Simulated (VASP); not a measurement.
Write the native input for VASP 6.6.1 that does the following.

```yaml
Task: single point
Functional: PBE
Potentials_or_basis: VASP PAW PBE potentials, release 64 (Si, O)
Cutoff: 520 eV
k_mesh: 2 × 2 × 2, shifted
Occupations: gaussian, width 0.02 eV
Spin: no spin polarisation
Dipole_correction: no
Further_INCAR_settings: LREAL = Auto; ALGO = Normal; EDIFF = 1e-07; NBANDS = 89
```

The structure of Si32O (a cell with a defect) lies in POSCAR:

```
Si32O
1.0
   -5.7769209609      3.3353068718      6.3650226989
    5.7769209609     -3.3353068718      6.3650226989
    3.8512806405      6.6706137437     -6.3650226989
Si O
32 1
Direct
    0.2369325376      0.0746035315      0.2471237301
    0.7410748341      0.5787675225      0.2553993341
    0.1159107383      0.4475408183      0.5011702391
    0.6116409259      0.9516928646      0.4987008236
    0.4882813320      0.3259098192      0.7512655312
    1.0160215517      0.8057204543      0.7512526579
    0.8642523815      0.2042703691      0.0038610329
    0.3659062725      0.6975329589      1.0011874503
    0.3218146507      0.4913271001      0.2497335479
    0.8232494190      0.9928106471      0.2527305274
    0.2025777458      0.8659867883      0.4959642194
    0.6915118596      0.3637540735      0.4982069613
    0.5775879132      0.7459363301      0.7511567637
    0.0627896166      0.2357244420      0.7512849498
    0.9445580689      0.6167697130      1.0043307110
    0.4578825088      0.1213166986      0.0065336927
    0.4225202036      0.2601910677      0.2471236652
    0.9266318639      0.7643244224      0.2553992692
    0.3036293608      0.6352595707      0.5011703040
    0.7970078114      0.1370597354      0.4987008355
    0.6753558416      0.5129843288      0.7512655312
    0.1955322871     -0.0147689401      0.7512525930
    0.0495904744      0.3896085517      0.0038609086
    0.5536542917      0.8852810530      1.0011873378
    0.5099197430      0.6794809711      0.2527305274
    0.0084064680      0.1779187126      0.2497335954
    0.3844529390      0.0566951528      0.4982069613
    0.8799775192      0.5433865470      0.4959642313
    0.7655605914      0.9384952869      0.7512848849
    0.2552205172      0.4235688042      0.7511566988
    0.1352171228      0.7986513547      1.0065337330
    0.6375610604      0.3097726770      0.0043306589
   -0.0088418757      0.0099651507     -0.2488766191
```

One way to write it, as run:

INCAR

```
SYSTEM = Si32O
  ALGO = Normal
  EDIFF = 1E-7
  ENCUT = 520
  GGA = PE
  ISIF = 2
  ISMEAR = 0
  LASPH = .True.
  LCHARG = .False.
  LREAL = Auto
  LWAVE = .False.
  NBANDS = 89
  NELM = 100
  PREC = Accurate
  SIGMA = 0.02
```

KPOINTS

```
Automatic mesh
0
Gamma
  2 2 2
  0.5 0.5 0.5
```

Potentials or basis: VASP PAW PBE potentials, release 64 (Si, O).

Launch:

```console
$ cat potpaw_PBE.64/Si/POTCAR potpaw_PBE.64/O/POTCAR > POTCAR
$ mpirun -np 1 vasp_std > vasp.out
```

Results of the run:

| Property | Result |
| --- | --- |
| Pressure | 0.8 GPa |
| Largest force | 0.055 eV/Å |
| Band gap on the k mesh | 0.45 eV |

Wall time 6.3 min on 1 thread of AMD EPYC 9R45 96-Core Processor (Zen 5), on a shared host, peak memory 0.73 GiB.
